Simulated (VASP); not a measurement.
Here is a VASP 6.6.1 calculation.

Contents of INCAR:

```
SYSTEM = TaN
ALGO = Normal
EDIFF = 1E-7
ENCUT = 520
GGA = PE
ISIF = 2
ISMEAR = 0
LASPH = .TRUE.
LCHARG = .FALSE.
LREAL = .FALSE.
LWAVE = .FALSE.
NBANDS = 15
NELM = 80
PREC = Accurate
SIGMA = 0.15
```

KPOINTS

```
k-points
0
G
  24 24 22
  0 0 0
```

File POSCAR:

```
TaN
1.0
    2.9025927336      0.0000000000      0.0000000000
   -1.4512963668      2.5137190442      0.0000000000
    0.0000000000      0.0000000000      2.9935764343
Ta N
1 1
Direct
    0.3333333333      0.6666666667      0.5000000000
    0.0000000000      0.0000000000      0.0000000000
```

Potentials or basis: VASP PAW PBE potentials, release 64 (Ta_pv, N).

Run with:

```bash
$ cat potpaw_PBE.64/Ta_pv/POTCAR potpaw_PBE.64/N/POTCAR > POTCAR
$ mpirun -np 1 vasp_std > vasp.out
```

(1) What does it give for the band gap on the k mesh?

(2) Predict the pressure.

Answers

(1) zero (bands 8 and 9 overlap by 0.36 eV).

(2) -0.1 GPa.

Caveat: spin-orbit coupling is left out, which moves the levels of the heavy elements.
